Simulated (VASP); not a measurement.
Here is a VASP 6.6.1 calculation.

Contents of POSCAR:

```
Pd
1.0
    0.0000000000      1.9465000000      1.9465000000
    1.9465000000      0.0000000000      1.9465000000
    1.9465000000      1.9465000000      0.0000000000
Pd
1
Direct
    0.0000000000      0.0000000000      0.0000000000
```

INCAR.step1

```
  ALGO = Normal
  EDIFF = 1E-5
  ENCUT = 600
  GGA = PE
  ISMEAR = -1
  LASPH = T
  LCHARG = F
  LREAL = F
  LWAVE = T
  NBANDS = 11
  NELM = 80
  PREC = Accurate
  SIGMA = 0.05
```

Contents of INCAR.step2:

```
  AEXX = 0.2
  AGGAC = 0.81
  AGGAX = 0.72
  ALDAC = 0.19
  ALGO = Normal
  EDIFF = 1E-6
  EDIFFG = -0.01
  ENCUT = 600
  GGA = B3
  IBRION = 2
  ISIF = 3
  ISMEAR = -1
  ISTART = 1
  LASPH = T
  LCHARG = F
  LHFCALC = T
  LREAL = F
  LWAVE = F
  NELM = 80
  NSW = 60
  PREC = Accurate
  PRECFOCK = Normal
  SIGMA = 0.05
```

Contents of KPOINTS:

```
k-points
0
Gamma
  6 6 6
```

Potentials or basis: VASP PAW PBE potentials, release 64 (Pd).

The run is started by

```sh
$ cat potpaw_PBE.64/Pd/POTCAR > POTCAR
$ cp INCAR.step1 INCAR
$ mpirun -np 1 vasp_std > vasp.out
$ cp INCAR.step2 INCAR
$ mpirun -np 1 vasp_std > vasp.out
```

Task: Estimate the relaxed cell.

Result: a = 2.813 Å, b = 2.813 Å, c = 2.813 Å, α = 60.00°, β = 60.00°, γ = 60.00°.

Task: Estimate the band gap on the k mesh.

Result: Zero (bands 5 and 6 overlap by 2.51 eV).

Task: What does it give for the space group after relaxing (to 0.1 Å)?

Result: Fm-3m (No. 225).

Final structure:
```cif
data_structure
_symmetry_space_group_name_H-M 'P 1'
_symmetry_Int_Tables_number 1
_cell_length_a 2.8133
_cell_length_b 2.8133
_cell_length_c 2.8133
_cell_angle_alpha 60.000
_cell_angle_beta 60.000
_cell_angle_gamma 60.000
_cell_volume 15.74
loop_
_atom_site_label
_atom_site_type_symbol
_atom_site_fract_x
_atom_site_fract_y
_atom_site_fract_z
_atom_site_occupancy
Pd1 Pd 0.00000 0.00000 0.00000 1
```

Caveat: the k points lie up to 0.46 Å⁻¹ apart in the final cell, too coarse for converged energies and pressures of a metal. Zero-point motion and thermal expansion aren't in these numbers.
